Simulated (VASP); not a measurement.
Input of a VASP 6.6.1 run:

Contents of INCAR:

```
PREC     = Accurate       # precision mode
ENCUT    = 500            # plane-wave cutoff, eV
EDIFF    = 1E-7           # SCF threshold, eV
ISMEAR   = 0              # smearing method
SIGMA    = 0.02           # smearing width, eV
LREAL    = F              # projectors in reciprocal space
LASPH    = T              # aspherical terms in the spheres
NELM     = 120            # most SCF steps
ALGO     = Normal         # electronic algorithm
ISIF     = 3              # what is computed and relaxed
LWAVE    = F              # write WAVECAR
LCHARG   = F              # write CHGCAR
GGA      = PE             # functional
IBRION   = 2              # ionic algorithm
NSW      = 50             # ionic steps
EDIFFG   = -0.003         # ionic threshold
GGA_COMPAT= F            
NELMIN   = 4
```

Contents of KPOINTS:

```
regular mesh
0
Gamma
  10 10 10
```

File POSCAR:

```
BP
1.0
    0.0000000000      2.2741519252      2.2741519252
    2.2741519252      0.0000000000      2.2741519252
    2.2741519252      2.2741519252      0.0000000000
B P
1 1
Direct
    0.0000000000      0.0000000000      0.0000000000
    0.2500000000      0.2500000000      0.2500000000
```

Potentials or basis: VASP PAW PBE potentials, release 64 (B, P).

Command:

```console
$ cat potpaw_PBE.64/B/POTCAR potpaw_PBE.64/P/POTCAR > POTCAR
$ mpirun -np 1 vasp_std > vasp.out
```

(1) Estimate the relaxed volume.

(2) What does it give for the band gap on the k mesh?

(3) Estimate the space group after relaxing (to 0.05 Å).

Answers

(1) 11.75 Å³/atom.

(2) 1.25 eV, indirect (least direct gap 3.39 eV).

(3) F-43m (No. 216).
